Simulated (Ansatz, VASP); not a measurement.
As in VASP and in Ansatz

File INCAR:

```
SYSTEM = As
ALGO = Normal
DIPOL = 0.5 0.5 0.500
EDIFF = 1E-6
ENCUT = 520
GGA = CA
GGA_COMPAT = .False.
IDIPOL = 3
ISIF = 2
ISMEAR = 0
LASPH = .True.
LCHARG = .False.
LDIPOL = .True.
LREAL = .False.
LWAVE = .False.
NBANDS = 22
NELM = 120
NELMDL = -8
PREC = Accurate
SIGMA = 0.02
```

KPOINTS

```
k-points
0
Gamma
  9 9 1
  0 0 0
```

File POSCAR:

```
As
1.0
    3.2940000000      0.0000000000      0.0000000000
   -1.6470000000      2.8526876801      0.0000000000
    0.0000000000      0.0000000000     28.0000000000
As
2
Direct
    0.3333333333      0.6666666667      0.5264285714
    0.6666666667      0.3333333333      0.4735714286
```

Input for Ansatz:

```yaml
crystal:
  lattice:
    - [3.294, 0.0, 0.0]
    - [-1.647, 2.8526876801, 0.0]
    - [0.0, 0.0, 28.0]
  atoms:
    - { symbol: As, position: [0.3333333333, 0.6666666667, 0.5264285714] }
    - { symbol: As, position: [0.6666666667, 0.3333333333, 0.4735714286] }
  periodic: [true, true, false]
basis:
  ecutwfc: 420
kpoints:
  mp_grid: { grid: [9, 9, 1] }
hamiltonian:
  xc: lda
scf:
  occupations: { method: gaussian, width: 0.02 }
output:
  forces: true
  stress: true
  eigenvalues: true
```

Alike in both runs: task single point; functional LDA; k mesh 9 × 9 × 1; occupations gaussian, width 0.02 eV; no spin polarisation.

|  | VASP | Ansatz |
| --- | --- | --- |
| version | VASP 6.6.1 | Ansatz 0.2.0 |
| potentials or method | VASP PAW LDA potentials, release 64 (As_d), cutoff 520 eV | scalar-relativistic, plane waves, PAW |
| valence electrons in the cell | 30 | 30 |

```tsv
	VASP	Ansatz	Ansatz less VASP
gap on the k mesh at the Fermi level (eV)	0.02	0.01	-0.003
least direct gap on the mesh (eV)	2.31	2.29	-0.027
rms of the force components (eV/Å)	0.211	0.242	+0.0315
```

LDA's correlation is that of Perdew and Zunger in VASP and of Perdew and Wang (1992) in Ansatz. Atom by atom the forces differ by 0.032 eV/Å (rms over components).
